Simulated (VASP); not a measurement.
A run of VASP 6.6.1 is set up as follows.

File INCAR:

```
SYSTEM = GaO3
ALGO     = Normal         ! electronic algorithm
EDIFF    = 1E-7           ! SCF threshold, eV
ENCUT    = 520            ! plane-wave cutoff, eV
GGA      = PE             ! functional
ISIF     = 2              ! what is computed and relaxed
ISMEAR   = 0              ! smearing method
ISPIN    = 2              ! spin polarisation
LASPH    = .True.         ! aspherical terms in the spheres
LCHARG   = .False.        ! write CHGCAR
LORBIT   = 11             ! projections on sites
LREAL    = .False.        ! projectors in reciprocal space
LWAVE    = .False.        ! write WAVECAR
MAGMOM   = 0 1.07 1.07 1.07 ! initial moments
NBANDS   = 28             ! bands
NELM     = 150            ! most SCF steps
PREC     = Accurate       ! precision mode
SIGMA    = 0.1            ! smearing width, eV
```

KPOINTS

```
k-points
0
Gamma
  18 18 8
  0 0 0
```

POSCAR

```
GaO3
1.0
    2.9475788030      0.0000000000      0.0000000000
   -1.4737894015      2.5526781231      0.0000000000
    0.0000000000      0.0000000000      6.4807027485
Ga O
1 3
Direct
    0.6666666667      0.3333333333      0.0000000000
    0.6666666667      0.3333333333      0.5000000000
    0.3333333333      0.6666666667      0.1692948985
    0.3333333333      0.6666666667      0.8307051015
```

Potentials or basis: VASP PAW PBE potentials, release 64 (Ga_d, O).

Command:

```bash
$ cat potpaw_PBE.64/Ga_d/POTCAR potpaw_PBE.64/O/POTCAR > POTCAR
$ mpirun -np 1 vasp_std > vasp.out
```

(1) What does it give for the net moment?

(2) What does it give for the pressure?

(3) What does it give for the band gap on the k mesh?

(4) Predict the largest force.

Answers

(1) 3.00 μB per cell.

(2) 0.5 GPa.

(3) zero (filled and empty bands overlap).

(4) 0.077 eV/Å.
